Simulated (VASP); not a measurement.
Here is a VASP 6.6.1 calculation.

File INCAR:

```
SYSTEM = Be3N2
PREC = Accurate ; ENCUT = 600
EDIFF = 1E-6 ; ISMEAR = 1
SIGMA = 0.02 ; LREAL = .False.
LASPH = .True. ; NELM = 60
ALGO = Normal ; ISIF = 3
LWAVE = .False. ; LCHARG = .False.
IBRION = 2 ; NSW = 80
EDIFFG = -0.02
```

KPOINTS

```
regular mesh
0
Gamma
  9 9 5
  0 0 0
```

File POSCAR:

```
Be3N2
1.0
    2.8177780000      0.0000000000      0.0000000000
   -1.4088890000      2.4402673302      0.0000000000
    0.0000000000      0.0000000000      4.6670220000
Be N
3 2
Direct
    0.0000000000      0.0000000000      0.0000000000
    0.6666666667      0.3333333333      0.6496330000
    0.3333333333      0.6666666667      0.3503670000
    0.3333333333      0.6666666667      0.7470580000
    0.6666666667      0.3333333333      0.2529420000
```

Potentials or basis: VASP PAW LDA potentials, release 64 (Be, N).

The run is started by

```bash
$ cat potpaw_LDA.64/Be/POTCAR potpaw_LDA.64/N/POTCAR > POTCAR
$ mpirun -np 1 vasp_std > vasp.out
```

Q: Predict the relaxed cell.

A: a = 2.781 Å, b = 2.781 Å, c = 4.590 Å, α = 90.00°, β = 90.00°, γ = 120.00°.

Q: Estimate the space group after relaxing (to 0.05 Å).

A: P-3m1 (No. 164).

Q: What does it give for the relaxed volume?

A: 6.15 Å³/atom.

Forces on the atoms (eV/Å):
```
Be   0.000  0.000  0.000
Be   0.000  0.000 -0.007
Be   0.000  0.000  0.007
N    0.000  0.000 -0.007
N    0.000  0.000  0.007
```
